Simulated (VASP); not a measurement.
# MnAs (P6_3/mmc) in VASP: further runs

The runs below take MnAs through single point, with PBE-based screened hybrid with 25 % exact exchange, PBEsol, PBE, PBE+D3(BJ).

Program: VASP 6.6.1. These are calculated values, not measurements. Logs are shortened: lines on timing, memory, paths and dates and some standing lists are left out, and cuts for length are marked.

## (1) The cell of the first run

Symmetry: P6_3/mmc, No. 194, hexagonal system. Conventional cell: a = 3.710 Å, b = 3.710 Å, c = 5.691 Å, α = 90.00°, β = 90.00°, γ = 120.00°. As (site symmetry -6m2) has 6 Mn at 2.57 Å within 3.4 Å. Mn (site symmetry -3m) has 6 As at 2.57 Å and 2 Mn at 2.85 Å within 3.4 Å.

## (2) Single point, PBE-based screened hybrid with 25 % exact exchange, collinear spin, ferromagnetic start

The input, POSCAR:

```
MnAs
1.0
    3.7100000000      0.0000000000      0.0000000000
   -1.8550000000      3.2129542480      0.0000000000
    0.0000000000      0.0000000000      5.6910000000
As Mn
2 2
Direct
    0.6666666667      0.3333333333      0.7500000000
    0.3333333333      0.6666666667      0.2500000000
    0.0000000000      0.0000000000      0.5000000000
    0.0000000000      0.0000000000      0.0000000000
```

The input, INCAR.step1:

```
SYSTEM = MnAs
PREC = Accurate ; ENCUT = 520
EDIFF = 1E-5 ; ISMEAR = -1
SIGMA = 0.05 ; LREAL = .FALSE.
LASPH = .TRUE. ; NELM = 150
ALGO = Normal ; ISIF = 2
LWAVE = .TRUE. ; LCHARG = .FALSE.
ISPIN = 2 ; MAGMOM = 0 0 4 4
LORBIT = 11 ; LMAXMIX = 4
NBANDS = 30 ; GGA = PE
LUSENCCL = .FALSE.
```

The input, INCAR.step2:

```
SYSTEM = MnAs
PREC = Accurate ; ENCUT = 520
EDIFF = 1E-6 ; ISMEAR = -1
SIGMA = 0.05 ; LREAL = .FALSE.
LASPH = .TRUE. ; NELM = 150
ALGO = Normal ; ISIF = 2
LWAVE = .FALSE. ; LCHARG = .FALSE.
ISPIN = 2 ; MAGMOM = 0 0 4 4
LORBIT = 11 ; LMAXMIX = 4
GGA = PE ; LHFCALC = .TRUE.
AEXX = 0.25 ; HFSCREEN = 0.2
PRECFOCK = Normal ; NBANDS = 30
ISTART = 1 ; LUSENCCL = .FALSE.
```

The input, KPOINTS:

```
regular mesh
0
G
  4 4 3
  0 0 0
```

Potentials or basis: VASP PAW PBE potentials, release 64 (As, Mn_pv).

The run is started by

```console
$ cat potpaw_PBE.64/As/POTCAR potpaw_PBE.64/Mn_pv/POTCAR > POTCAR
$ cp INCAR.step1 INCAR
$ mpirun -np 1 vasp_std > vasp.out
$ cp INCAR.step2 INCAR
$ mpirun -np 1 vasp_std > vasp.out
```

OUTCAR:

```text
SYSTEM = MnAs
   PREC = Accurate
   ENCUT = 520
   EDIFF = 1E-6
   ISMEAR = -1
   LREAL = .FALSE.
   LASPH = .TRUE.
   NELM = 150
   ISIF = 2
   ISPIN = 2
   LORBIT = 11
   GGA = PE
   LHFCALC = .TRUE.
   AEXX = 0.25
   HFSCREEN = 0.2
   PRECFOCK = Normal
   ISTART = 1

 ion  position               nearest neighbor table
   1  0.667  0.333  0.750-   3 2.57   4 2.57   3 2.57   4 2.57   3 2.57   4 2.57
   2  0.333  0.667  0.250-   3 2.57   4 2.57   3 2.57   4 2.57   3 2.57   4 2.57
   3  0.000  0.000  0.500-   1 2.57   2 2.57   2 2.57   1 2.57   1 2.57   2 2.57   4 2.85   4 2.85

   4  0.000  0.000  0.000-   1 2.57   2 2.57   2 2.57   1 2.57   1 2.57   2 2.57   3 2.85   3 2.85

  LATTYP: Found a hexagonal cell.
 ALAT       =     3.7100000000
 C/A-ratio  =     1.5339622642

  Lattice vectors:

 A1 = (   3.7100000000,   0.0000000000,   0.0000000000)
 A2 = (  -1.8550000000,   3.2129542480,   0.0000000000)
 A3 = (   0.0000000000,   0.0000000000,   5.6910000000)

Analysis of symmetry for initial positions (statically):
=====================================================================
 Subroutine PRICEL returns:
 Original cell was already a primitive cell.

 Routine SETGRP: Setting up the symmetry group for a
 hexagonal supercell.

 Subroutine GETGRP returns: Found 24 space group operations
 (whereof 12 operations were pure point group operations)
 out of a pool of 24 trial point group operations.

The static configuration has the point symmetry D_3d.
 The point group associated with its full space group is D_6h.

Analysis of symmetry for dynamics (positions and initial velocities):
=====================================================================
 Subroutine PRICEL returns:
 Original cell was already a primitive cell.

 Routine SETGRP: Setting up the symmetry group for a
 hexagonal supercell.

 Subroutine GETGRP returns: Found 24 space group operations
 (whereof 12 operations were pure point group operations)
 out of a pool of 24 trial point group operations.

The dynamic configuration has the point symmetry D_3d.
 The point group associated with its full space group is D_6h.

Analysis of structural, dynamic, and magnetic symmetry:
=====================================================================
 Subroutine PRICEL returns:
 Original cell was already a primitive cell.

 Routine SETGRP: Setting up the symmetry group for a
 hexagonal supercell.

 Subroutine GETGRP returns: Found 24 space group operations
 (whereof 12 operations were pure point group operations)
 out of a pool of 24 trial point group operations.

The overall configuration has the point symmetry D_3d.
 The point group associated with its full space group is D_6h.

 Subroutine INISYM returns: Found 24 space group operations
 (whereof 12 operations are pure point group operations),
 and found     1 'primitive' translations

----------------------------------------------------------------------------------------

                                     Primitive cell

  volume of cell :      67.8371

  direct lattice vectors                    reciprocal lattice vectors
     3.710000000  0.000000000  0.000000000     0.269541779  0.155620019 -0.000000000
    -1.855000000  3.212954248  0.000000000     0.000000000  0.311240037  0.000000000
     0.000000000  0.000000000  5.691000000     0.000000000 -0.000000000  0.175716043

  length of vectors
     3.710000000  3.710000000  5.691000000     0.311240037  0.311240037  0.175716043

  position of ions in fractional coordinates (direct lattice)
     0.666666667  0.333333333  0.750000000
     0.333333333  0.666666667  0.250000000
     0.000000000  0.000000000  0.500000000
     0.000000000  0.000000000  0.000000000

  ion indices of the primitive-cell ions
   primitive index   ion index
                 1           1
                 2           2
                 3           3
                 4           4

----------------------------------------------------------------------------------------

 KPOINTS: regular mesh

Automatic generation of k-mesh.
 Grid dimensions read from file:
 generate k-points for:    4    4    3

[... 27 lines left out ...]
  0.250000  0.250000  0.333333     12.000000
   k-points           NKPTS =      8   k-points in BZ     NKDIM =     48   number of bands    NBANDS=     30
   number of dos      NEDOS =    301   number of ions     NIONS =      4
   total plane-waves  NPLWV =  32928
   dimension x,y,z NGX =    28 NGY =   28 NGZ =   42
   dimension x,y,z NGXF=    56 NGYF=   56 NGZF=   84
   ions per type =               2   2
   NGX,Y,Z   is equivalent  to a cutoff of  12.55, 12.55, 12.27 a.u.
   NGXF,Y,Z  is equivalent  to a cutoff of  25.09, 25.09, 24.54 a.u.
 SYSTEM =  MnAs
   PREC   = accura    normal or accurate (medium, high low for compatibility)
   ISTART =      1    job   : 0-new  1-cont  2-samecut
   ICHARG =      0    charge: 1-file 2-atom 10-const
   ISPIN  =      2    spin polarized calculation?
   LNONCOLLINEAR =      F non collinear calculations
   LSORBIT =      F    spin-orbit coupling
   LASPH  =      T    aspherical Exc in radial PAW
   ENCUT  =  520.0 eV  38.22 Ry    6.18 a.u.   6.90  6.90 10.58*2*pi/ulx,y,z
   NELM   =    150;   NELMIN=  2; NELMDL=  0     # of ELM steps
   EDIFF  = 0.1E-05   stopping-criterion for ELM
   LREAL  =      F    real-space projection
   EDIFFG = 0.1E-04   stopping-criterion for IOM
   NSW    =      0    number of steps for IOM
   IBRION =     -1    ionic relax: 0-MD 1-quasi-New 2-CG
   NFREE  =      0    steps in history (QN), initial steepest desc. (CG)
   ISIF   =      2    stress and relaxation
   ISYM   =      3    0-nonsym 1-usesym 2-fastsym
   POTIM  = 0.5000    time-step for ionic-motion
   TEBEG  =    0.0;   TEEND  =   0.0 temperature during run
   PSTRESS=    0.0 pullay stress
   NELECT =      36.0000    total number of electrons
   NUPDOWN=      -1.0000    fix difference up-down
   EMIN   =  10.00;   EMAX   =-10.00  energy-range for DOS
   EFERMI =   0.00;   METHOD = LEGACY
   ISMEAR =    -1;   SIGMA  =   0.05  broadening in eV -4-tet -1-fermi 0-gaus
   EFERMI_NEDOS =   21; number of points for ismear=-14 and -15
   IALGO  =     38    algorithm
   IMIX   =      1    mixing-type and parameters
     AMIX     =   0.40;   BMIX     =  1.00
     AMIX_MAG =   1.60;   BMIX_MAG =  1.00
  volume/ion in A,a.u.               =      16.96       114.45
  Fermi-wavevector in a.u.,A,eV,Ry     =   1.325419  2.504679 23.901852  1.756737
  Thomas-Fermi vector in A             =   2.454882
   LORBIT       =     11    0 simple, 1 ext, 2 COOP (PROOUT), +10 PAW based schemes
   GGA     = PE    functional components
   LHFCALC =     T    Hartree Fock is set to
   PRECFOCK=normal    Normal, Fast or Accurate (Low or Medium for compatibility)
   ENCUT4O =  -1.0   cutoff for four orbital integrals eV
   NKREDX  =     1    reduce k-point grid by
   NKREDY  =     1    reduce k-point grid by
   NKREDZ  =     1    reduce k-point grid by
   AEXX    =    0.2500 exact exchange contribution
   HFSCREEN=    0.2000 screening length (either q_TF or 0.3 A-1)
   HFSCREENC=   0.2000 screening length for correlation (either q_TF or 0.3 A-1)
   ENCUTFOCK=  -1.0 apply spherical cutoff to Coloumb kernel
   IVDW    =     0    specifies the selected vdW correction
   LEPSILON=     F    determine dielectric tensor
   LRPA    =     F    only Hartree local field effects (RPA)
 spin polarized calculation
  energy-cutoff  :      520.00
  volume of cell :       67.84
 maximum number of plane-waves:      1844
 NGX is ok and might be reduce to    28
  NGX = 24; NGY = 24; NGZ = 32

 number of electron      35.9999985 magnetization       7.9594582

 Free energy of the ion-electron system (eV)
  ---------------------------------------------------
  ext. energy  EPLUGINS =         0.00000000
  ---------------------------------------------------
  free energy    TOTEN  =       -38.82204309 eV

  energy without entropy =      -38.81852824  energy(sigma->0) =      -38.82028567

 E-fermi :   6.9926     XC(G=0):  -9.1637

 val. band max:        6.6734174743   @ k =   0.2500   0.0000   0.3333
 cond. band min:       7.0365701969   @ k =   0.0000   0.0000   0.0000
 fundamental gap:      0.3631527227
 Fermi energy:         6.9926012131

 spin component 1

 k-point     1 :       0.0000    0.0000    0.0000
  band No.  band energies     occupation
      1     -48.3636      1.00000
      2     -48.3393      1.00000
      3     -48.3393      1.00000
      4     -48.3290      1.00000
      5     -48.3290      1.00000
      6     -48.2607      1.00000
[... 253 lines left out ...]
     29      15.8419      0.00000
     30      16.3313      0.00000
 Fermi energy:         6.9926012131

 spin component 2

 k-point     1 :       0.0000    0.0000    0.0000
  band No.  band energies     occupation
      1     -42.3726      1.00000
      2     -42.3232      1.00000
      3     -42.3232      1.00000
      4     -42.3080      1.00000
      5     -42.3080      1.00000
      6     -42.2420      1.00000
[... 253 lines left out ...]
     29      16.6477      0.00000
     30      17.2920      0.00000

------------------------ aborting loop because EDIFF is reached ----------------------------------------

  FORCE on cell =-STRESS in cart. coord.  units (eV):
  Direction    XX          YY          ZZ          XY          YZ          ZX
  --------------------------------------------------------------------------------------
  -------------------------------------------------------------------------------------
  Total        3.8629001      3.8629001      3.9232948      0.0000000      0.0000000     -0.0000000
  in kB       91.2340650     91.2340650     92.6604671      0.0000000      0.0000000     -0.0000000
  external PRESSURE =      91.7095324 kB  Pullay stress =       0.0000000 kB

 VOLUME and BASIS-vectors are now :
 -----------------------------------------------------------------------------
  energy-cutoff  :      520.00
  volume of cell :       67.84
      direct lattice vectors                 reciprocal lattice vectors
     3.710000000  0.000000000  0.000000000     0.269541779  0.155620019 -0.000000000
    -1.855000000  3.212954248  0.000000000     0.000000000  0.311240037  0.000000000
     0.000000000  0.000000000  5.691000000     0.000000000 -0.000000000  0.175716043

 POSITION                                       TOTAL-FORCE (eV/Angst)
 -----------------------------------------------------------------------------------
      1.85500      1.07098      4.26825        -0.000000     -0.000000     -0.000000
     -0.00000      2.14197      1.42275         0.000000      0.000000      0.000000
      0.00000      0.00000      2.84550        -0.000000     -0.000000      0.000000
      0.00000      0.00000      0.00000        -0.000000     -0.000000      0.000000
 -----------------------------------------------------------------------------------
    total drift:                               -0.000000      0.000000     -0.000001

  FREE ENERGIE OF THE ION-ELECTRON SYSTEM (eV)
  ---------------------------------------------------
  free  energy   TOTEN  =       -38.8220430899 eV

  energy  without entropy=      -38.8185282424  energy(sigma->0) =      -38.82028567

 total charge

# of ion       s       p       d       tot
------------------------------------------
    1        1.264   1.600   0.039   2.903
    2        1.264   1.600   0.039   2.903
    3        0.291   6.270   4.943  11.504
    4        0.291   6.270   4.943  11.504
--------------------------------------------------
tot          3.111  15.740   9.963  28.814

 magnetization (x)

# of ion       s       p       d       tot
------------------------------------------
    1        0.028  -0.232   0.011  -0.194
    2        0.028  -0.232   0.011  -0.194
    3        0.043   0.039   4.016   4.098
    4        0.043   0.039   4.016   4.098
--------------------------------------------------
tot          0.141  -0.387   8.053   7.808
```

It took 32 min on 1 × NVIDIA H100 80GB with 1 thread of AMD EPYC 7R13 (Zen 3), shared host; peak memory 1.3 GiB.

What came out:

```
Free energy                                           : -38.8220 eV
Pressure                                              : 9.2 GPa
Net moment                                            : 7.96 μB per cell
Site moments                                          : As -0.19; Mn +4.10 μB
Valence electrons inside the program's atomic spheres : As 2.90; Mn 11.50
```

Stress tensor (GPa, compression positive):
```
9.12 0.00 0.00
0.00 9.12 0.00
0.00 0.00 9.27
```

Levels at points of the mesh, in eV from the Fermi level:
Spin up:
```
           k point  band 19  band 20  band 21  band 22  band 23  band 24  band 25  band 26
(0.00, 0.00, 0.00)    -3.05     0.48     0.48     1.86     2.41     2.41     3.92     5.47
(0.50, 0.00, 0.00)    -4.49    -3.95    -2.69    -2.56     0.22     2.81     4.64     4.84
```
Spin down:
```
           k point  band 11  band 12  band 13  band 14  band 15  band 16  band 17  band 18
(0.00, 0.00, 0.00)    -3.14     0.04     0.22     0.22     1.11     1.26     1.26     1.37
(0.50, 0.00, 0.00)    -4.16    -3.61    -2.97    -2.71    -0.43     2.28     2.34     2.64
```

Caveat: the k points lie up to 0.49 Å⁻¹ apart; the PAW data sets were made with another functional, which shifts forces and pressure a little; only a ferromagnetic start was run, and an antiferromagnetic order may lie lower in energy.

(Part 1 of 2 ends here.)
